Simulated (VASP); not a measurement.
# OsSe (F-43m) in VASP: a series of runs

Runs on OsSe. Level: PBE. Tasks: single point.

All numbers are computed with VASP 6.6.1; they aren't measurements. Logs are shortened: lines on timing, memory, paths and dates and some standing lists are left out, and cuts for length are marked.

## (1) The cell of the first run

Symmetry: F-43m, No. 216, cubic system. Conventional cell: a = 5.582 Å, b = 5.582 Å, c = 5.582 Å, α = 90.00°, β = 90.00°, γ = 90.00°. Os (site symmetry -43m) has 4 Se at 2.42 Å within 3.2 Å. Se (site symmetry -43m) has 4 Os at 2.42 Å within 3.2 Å.

## (2) Single point, PBE, collinear spin (21.74 Å³/atom)

The input, INCAR:

```
PREC = Accurate
ENCUT = 520
EDIFF = 1E-6
ISMEAR = 0
SIGMA = 0.05
LREAL = False
LASPH = True
NELM = 150
ALGO = Normal
ISIF = 2
LWAVE = False
LCHARG = False
ISPIN = 2
MAGMOM = 0.05 0
LORBIT = 11
LMAXMIX = 4
GGA = PE
NBANDS = 18
```

The input, KPOINTS:

```
Automatic mesh
0
Gamma
  10 10 10
```

The input, POSCAR:

```
OsSe
1.0
    0.0000000000      2.7908915990      2.7908915990
    2.7908915990      0.0000000000      2.7908915990
    2.7908915990      2.7908915990      0.0000000000
Os Se
1 1
Direct
    0.0000000000      0.0000000000      0.0000000000
    0.2500000000      0.2500000000      0.2500000000
```

Potentials or basis: VASP PAW PBE potentials, release 64 (Os, Se).

Run with:

```console
> cat potpaw_PBE.64/Os/POTCAR potpaw_PBE.64/Se/POTCAR > POTCAR
> mpirun -np 1 vasp_std > vasp.out
```

OUTCAR:

```text
PREC = Accurate
   ENCUT = 520
   EDIFF = 1E-6
   ISMEAR = 0
   LREAL = False
   LASPH = True
   NELM = 150
   ISIF = 2
   ISPIN = 2
   LORBIT = 11
   GGA = PE

 ion  position               nearest neighbor table
   1  0.000  0.000  0.000-   2 2.42   2 2.42   2 2.42   2 2.42
   2  0.250  0.250  0.250-   1 2.42   1 2.42   1 2.42   1 2.42

  LATTYP: Found a face centered cubic cell.
 ALAT       =     5.5817831980

  Lattice vectors:

 A1 = (   0.0000000000,   2.7908915990,   2.7908915990)
 A2 = (   2.7908915990,   0.0000000000,   2.7908915990)
 A3 = (   2.7908915990,   2.7908915990,   0.0000000000)

Analysis of symmetry for initial positions (statically):
=====================================================================
 Subroutine PRICEL returns:
 Original cell was already a primitive cell.

 Routine SETGRP: Setting up the symmetry group for a
 face centered cubic supercell.

 Subroutine GETGRP returns: Found 24 space group operations
 (whereof 24 operations were pure point group operations)
 out of a pool of 48 trial point group operations.

The static configuration has the point symmetry T_d .

Analysis of symmetry for dynamics (positions and initial velocities):
=====================================================================
 Subroutine PRICEL returns:
 Original cell was already a primitive cell.

 Routine SETGRP: Setting up the symmetry group for a
 face centered cubic supercell.

 Subroutine GETGRP returns: Found 24 space group operations
 (whereof 24 operations were pure point group operations)
 out of a pool of 48 trial point group operations.

The dynamic configuration has the point symmetry T_d .

Analysis of structural, dynamic, and magnetic symmetry:
=====================================================================
 Subroutine PRICEL returns:
 Original cell was already a primitive cell.

 Routine SETGRP: Setting up the symmetry group for a
 face centered cubic supercell.

 Subroutine GETGRP returns: Found 24 space group operations
 (whereof 24 operations were pure point group operations)
 out of a pool of 48 trial point group operations.

The overall configuration has the point symmetry T_d .

 Subroutine INISYM returns: Found 24 space group operations
 (whereof 24 operations are pure point group operations),
 and found     1 'primitive' translations

----------------------------------------------------------------------------------------

                                     Primitive cell

  volume of cell :      43.4769

  direct lattice vectors                    reciprocal lattice vectors
     0.000000000  2.790891599  2.790891599    -0.179154217  0.179154217  0.179154217
     2.790891599  0.000000000  2.790891599     0.179154217 -0.179154217  0.179154217
     2.790891599  2.790891599  0.000000000     0.179154217  0.179154217 -0.179154217

  length of vectors
     3.946916750  3.946916750  3.946916750     0.310304207  0.310304207  0.310304207

  position of ions in fractional coordinates (direct lattice)
     0.000000000  0.000000000  0.000000000
     0.250000000  0.250000000  0.250000000

  ion indices of the primitive-cell ions
   primitive index   ion index
                 1           1
                 2           2

----------------------------------------------------------------------------------------

 KPOINTS: Automatic mesh

Automatic generation of k-mesh.
 Grid dimensions read from file:
 generate k-points for:   10   10   10

 Generating k-lattice:

  Cartesian coordinates                     Fractional coordinates (reciprocal lattice)
    -0.017915422  0.017915422  0.017915422     0.100000000  0.000000000  0.000000000
     0.017915422 -0.017915422  0.017915422     0.000000000  0.100000000  0.000000000
     0.017915422  0.017915422 -0.017915422     0.000000000  0.000000000  0.100000000

  Length of vectors
     0.031030421  0.031030421  0.031030421

  Shift w.r.t. Gamma in fractional coordinates (k-lattice)
     0.000000000  0.000000000  0.000000000

 Subroutine IBZKPT returns following result:
 ===========================================

 Found     47 irreducible k-points:

 Following reciprocal coordinates:
            Coordinates               Weight
  0.000000  0.000000  0.000000      1.000000
  0.100000  0.000000  0.000000      8.000000
  0.200000  0.000000  0.000000      8.000000
  0.300000  0.000000  0.000000      8.000000
  0.400000  0.000000  0.000000      8.000000
  0.500000  0.000000  0.000000      4.000000
[... 16 lines left out ...]
  0.300000  0.300000  0.000000      6.000000
  0.400000  0.300000  0.000000     24.000000
 [... further k-points ...]
   k-points           NKPTS =     47   k-points in BZ     NKDIM =     47   number of bands    NBANDS=     18
   number of dos      NEDOS =    301   number of ions     NIONS =      2
   total plane-waves  NPLWV =  27000
   dimension x,y,z NGX =    30 NGY =   30 NGZ =   30
   dimension x,y,z NGXF=    60 NGYF=   60 NGZF=   60
   ions per type =               1   1
   NGX,Y,Z   is equivalent  to a cutoff of  12.64, 12.64, 12.64 a.u.
   NGXF,Y,Z  is equivalent  to a cutoff of  25.27, 25.27, 25.27 a.u.
 SYSTEM =  unknown system
   PREC   = accura    normal or accurate (medium, high low for compatibility)
   ISTART =      0    job   : 0-new  1-cont  2-samecut
   ICHARG =      2    charge: 1-file 2-atom 10-const
   ISPIN  =      2    spin polarized calculation?
   LNONCOLLINEAR =      F non collinear calculations
   LSORBIT =      F    spin-orbit coupling
   LASPH  =      T    aspherical Exc in radial PAW
   ENCUT  =  520.0 eV  38.22 Ry    6.18 a.u.   7.34  7.34  7.34*2*pi/ulx,y,z
   NELM   =    150;   NELMIN=  2; NELMDL= -5     # of ELM steps
   EDIFF  = 0.1E-05   stopping-criterion for ELM
   LREAL  =      F    real-space projection
   EDIFFG = 0.1E-04   stopping-criterion for IOM
   NSW    =      0    number of steps for IOM
   IBRION =     -1    ionic relax: 0-MD 1-quasi-New 2-CG
   NFREE  =      0    steps in history (QN), initial steepest desc. (CG)
   ISIF   =      2    stress and relaxation
   ISYM   =      2    0-nonsym 1-usesym 2-fastsym
   POTIM  = 0.5000    time-step for ionic-motion
   TEBEG  =    0.0;   TEEND  =   0.0 temperature during run
   PSTRESS=    0.0 pullay stress
   NELECT =      14.0000    total number of electrons
   NUPDOWN=      -1.0000    fix difference up-down
   EMIN   =  10.00;   EMAX   =-10.00  energy-range for DOS
   EFERMI =   0.00;   METHOD = LEGACY
   ISMEAR =     0;   SIGMA  =   0.05  broadening in eV -4-tet -1-fermi 0-gaus
   EFERMI_NEDOS =   21; number of points for ismear=-14 and -15
   IALGO  =     38    algorithm
   IMIX   =      4    mixing-type and parameters
     AMIX     =   0.40;   BMIX     =  1.00
     AMIX_MAG =   1.60;   BMIX_MAG =  1.00
  volume/ion in A,a.u.               =      21.74       146.70
  Fermi-wavevector in a.u.,A,eV,Ry     =   1.122099  2.120460 17.131182  1.259106
  Thomas-Fermi vector in A             =   2.258757
   LORBIT       =     11    0 simple, 1 ext, 2 COOP (PROOUT), +10 PAW based schemes
   GGA     = PE    functional components
   LHFCALC =     F    Hartree Fock is set to
   AEXX    =    0.0000 exact exchange contribution
   IVDW    =     0    specifies the selected vdW correction
   LEPSILON=     F    determine dielectric tensor
   LRPA    =     F    only Hartree local field effects (RPA)
 spin polarized calculation
 Gauss-broadening in eV      SIGMA  =   0.05
  energy-cutoff  :      520.00
  volume of cell :       43.48
 maximum number of plane-waves:      1211
 NGX is ok and might be reduce to    30
   NGX = 15   NGY = 15   NGZ = 15

 number of electron      13.9999999 magnetization       0.0034573

 Free energy of the ion-electron system (eV)
  ---------------------------------------------------
  ext. energy  EPLUGINS =         0.00000000
  ---------------------------------------------------
  free energy    TOTEN  =       -13.38201496 eV

  energy without entropy =      -13.37855456  energy(sigma->0) =      -13.38028476

 E-fermi :   4.9663     XC(G=0): -10.4849

 val. band max:        4.9568289070   @ k =  -0.3000   0.4000   0.1000
 cond. band min:       4.9774858659   @ k =   0.5000   0.4000   0.1000
 fundamental gap:      0.0206569589
 Fermi energy:         4.9663278434

 spin component 1

 k-point     1 :       0.0000    0.0000    0.0000
  band No.  band energies     occupation
      1     -10.4990      1.00000
      2      -0.6647      1.00000
      3      -0.6647      1.00000
      4      -0.6647      1.00000
      5       3.2434      1.00000
      6       3.2434      1.00000
[... 10 lines left out ...]
     17      18.4015      0.00000
     18      19.1329      0.00000

 k-point     2 :       0.1000    0.0000    0.0000
  band No.  band energies     occupation
      1     -10.4294      1.00000
      2      -0.8060      1.00000
      3      -0.6202      1.00000
      4      -0.6202      1.00000
      5       3.2144      1.00000
      6       3.2144      1.00000
[... 10 lines left out ...]
     17      18.4305      0.00000
     18      19.9766      0.00000

 k-point     3 :       0.2000    0.0000    0.0000
  band No.  band energies     occupation
      1     -10.2421      1.00000
      2      -1.1081      1.00000
      3      -0.5087      1.00000
      4      -0.5087      1.00000
      5       3.1812      1.00000
      6       3.1812      1.00000
[... 412 lines left out ...]
 k-point    23 :       0.3000    0.3000    0.0000
  band No.  band energies     occupation
      1      -9.8291      1.00000
      2      -1.7278      1.00000
      3      -0.0411      1.00000
      4      -0.0411      1.00000
      5       2.4734      1.00000
      6       3.6779      1.00000
[... 10 lines left out ...]
     17      21.8639      0.00000
     18      21.8639      0.00000

 k-point    24 :       0.4000    0.3000    0.0000
  band No.  band energies     occupation
      1      -9.6646      1.00000
      2      -1.8081      1.00000
      3       0.0466      1.00000
      4       0.1182      1.00000
      5       2.5182      1.00000
      6       3.7553      1.00000
[... 10 lines left out ...]
     17      21.5890      0.00000
     18      21.9318      0.00000

 [... further k-points ...]

 spin component 2

 k-point     1 :       0.0000    0.0000    0.0000
  band No.  band energies     occupation
      1     -10.4988      1.00000
      2      -0.6635      1.00000
      3      -0.6635      1.00000
      4      -0.6635      1.00000
      5       3.2446      1.00000
      6       3.2446      1.00000
[... 10 lines left out ...]
     17      18.4024      0.00000
     18      19.1332      0.00000

 k-point     2 :       0.1000    0.0000    0.0000
  band No.  band energies     occupation
      1     -10.4293      1.00000
      2      -0.8050      1.00000
      3      -0.6191      1.00000
      4      -0.6191      1.00000
      5       3.2156      1.00000
      6       3.2156      1.00000
[... 10 lines left out ...]
     17      18.4312      0.00000
     18      19.9771      0.00000

 k-point     3 :       0.2000    0.0000    0.0000
  band No.  band energies     occupation
      1     -10.2419      1.00000
      2      -1.1072      1.00000
      3      -0.5076      1.00000
      4      -0.5076      1.00000
      5       3.1824      1.00000
      6       3.1824      1.00000
[... 412 lines left out ...]
 k-point    23 :       0.3000    0.3000    0.0000
  band No.  band energies     occupation
      1      -9.8290      1.00000
      2      -1.7271      1.00000
      3      -0.0402      1.00000
      4      -0.0402      1.00000
      5       2.4748      1.00000
      6       3.6791      1.00000
[... 10 lines left out ...]
     17      21.8646      0.00000
     18      21.8646      0.00000

 k-point    24 :       0.4000    0.3000    0.0000
  band No.  band energies     occupation
      1      -9.6644      1.00000
      2      -1.8074      1.00000
      3       0.0474      1.00000
      4       0.1190      1.00000
      5       2.5197      1.00000
      6       3.7566      1.00000
[... 10 lines left out ...]
     17      21.5895      0.00000
     18      21.9324      0.00000

 [... further k-points ...]

------------------------ aborting loop because EDIFF is reached ----------------------------------------

  FORCE on cell =-STRESS in cart. coord.  units (eV):
  Direction    XX          YY          ZZ          XY          YZ          ZX
  --------------------------------------------------------------------------------------
  -------------------------------------------------------------------------------------
  Total       -1.2290012     -1.2290012     -1.2290012      0.0000000      0.0000000     -0.0000000
  in kB      -45.2901749    -45.2901749    -45.2901749      0.0000000      0.0000000     -0.0000000
  external PRESSURE =     -45.2901749 kB  Pullay stress =       0.0000000 kB

 VOLUME and BASIS-vectors are now :
 -----------------------------------------------------------------------------
  energy-cutoff  :      520.00
  volume of cell :       43.48
      direct lattice vectors                 reciprocal lattice vectors
     0.000000000  2.790891599  2.790891599    -0.179154217  0.179154217  0.179154217
     2.790891599  0.000000000  2.790891599     0.179154217 -0.179154217  0.179154217
     2.790891599  2.790891599  0.000000000     0.179154217  0.179154217 -0.179154217

 POSITION                                       TOTAL-FORCE (eV/Angst)
 -----------------------------------------------------------------------------------
      0.00000      0.00000      0.00000        -0.000000      0.000000     -0.000000
      1.39545      1.39545      1.39545         0.000000     -0.000000      0.000000
 -----------------------------------------------------------------------------------
    total drift:                                0.000000      0.000000      0.000000

  FREE ENERGIE OF THE ION-ELECTRON SYSTEM (eV)
  ---------------------------------------------------
  free  energy   TOTEN  =       -13.3820149557 eV

  energy  without entropy=      -13.3785545604  energy(sigma->0) =      -13.38028476

 total charge

# of ion       s       p       d       tot
------------------------------------------
    1        0.567   0.430   6.190   7.187
    2        1.421   2.293   0.174   3.888
--------------------------------------------------
tot          1.988   2.723   6.364  11.075

 magnetization (x)

# of ion       s       p       d       tot
------------------------------------------
    1        0.000   0.000   0.003   0.003
    2        0.000  -0.000   0.000   0.000
--------------------------------------------------
tot          0.000   0.000   0.003   0.003
```

Wall time 93 s (1 thread of AMD EPYC 7R13, shared host); peak memory 0.2 GiB.

What came out:

* Free energy: -13.3820 eV
* Pressure: -4.5 GPa
* Band gap on the k mesh: zero (filled and empty bands overlap)
* Net moment: 0.00 μB per cell
* Valence electrons inside the program's atomic spheres: Os 7.19; Se 3.89

Caveat: the cell stands under tension; spin-orbit coupling is left out, which moves the levels of the heavy elements.

## (3) Single point, PBE, collinear spin (22.37 Å³/atom)

This run uses another cell than the first one, of 22.37 Å³/atom.

The input, INCAR:

```
SYSTEM = OsSe
ALGO = Normal
EDIFF = 1E-6
ENCUT = 520
GGA = PE
ISIF = 2
ISMEAR = 0
ISPIN = 2
LASPH = .True.
LCHARG = .False.
LMAXMIX = 4
LORBIT = 11
LREAL = .False.
LWAVE = .False.
MAGMOM = 0.05 0
NBANDS = 18
NELM = 150
PREC = Accurate
SIGMA = 0.05
```

The input, KPOINTS:

```
k-points
0
Gamma
  10 10 10
  0 0 0
```

The input, POSCAR:

```
OsSe
1.0
    0.0000000000      2.8174731188      2.8174731188
    2.8174731188      0.0000000000      2.8174731188
    2.8174731188      2.8174731188      0.0000000000
Os Se
1 1
Direct
    0.0000000000      0.0000000000      0.0000000000
    0.2500000000      0.2500000000      0.2500000000
```

Potentials or basis: VASP PAW PBE potentials, release 64 (Os, Se).

Run with:

```console
> cat potpaw_PBE.64/Os/POTCAR potpaw_PBE.64/Se/POTCAR > POTCAR
> mpirun -np 1 vasp_std > vasp.out
```

Run time: 1.7 min. Hardware: 1 thread of AMD EPYC 7R13, shared host; peak memory 0.2 GiB.

The run converged. Its results:

| Property | Result |
| --- | --- |
| Free energy | -13.3342 eV |
| Pressure | -7.7 GPa |
| Band gap on the k mesh | zero (filled and empty bands overlap) |
| Net moment | 0.00 μB per cell |
| Valence electrons inside the program's atomic spheres | Os 7.12; Se 3.86 |

Levels at points of the mesh, in eV from the Fermi level:
Spin up:
```csv
k point,band 4,band 5,band 6,band 7,band 8,band 9,band 10,band 11
"(0.00, 0.00, 0.00)",-5.47,-1.64,-1.64,0.67,3.55,3.55,3.55,6.87
"(0.50, 0.00, 0.00)",-5.10,-1.37,-1.37,-1.27,1.47,1.47,3.06,8.24
"(0.50, 0.50, 0.00)",-4.39,-2.18,-1.42,-0.98,-0.31,-0.31,5.34,6.21
```
Spin down:
```csv
k point,band 5,band 6,band 7,band 8,band 9,band 10
"(0.00, 0.00, 0.00)",-1.64,-1.64,0.67,3.55,3.55,3.55
"(0.50, 0.00, 0.00)",-1.37,-1.37,-1.27,1.47,1.47,3.06
"(0.50, 0.50, 0.00)",-2.18,-1.42,-0.98,-0.31,-0.31,5.34
```

Caveat: the cell stands under tension; spin-orbit coupling is left out, which moves the levels of the heavy elements.

(Continued in part 2 of 2.)

The gap in the log of VASP goes by the Fermi energy; the results here count the filled bands.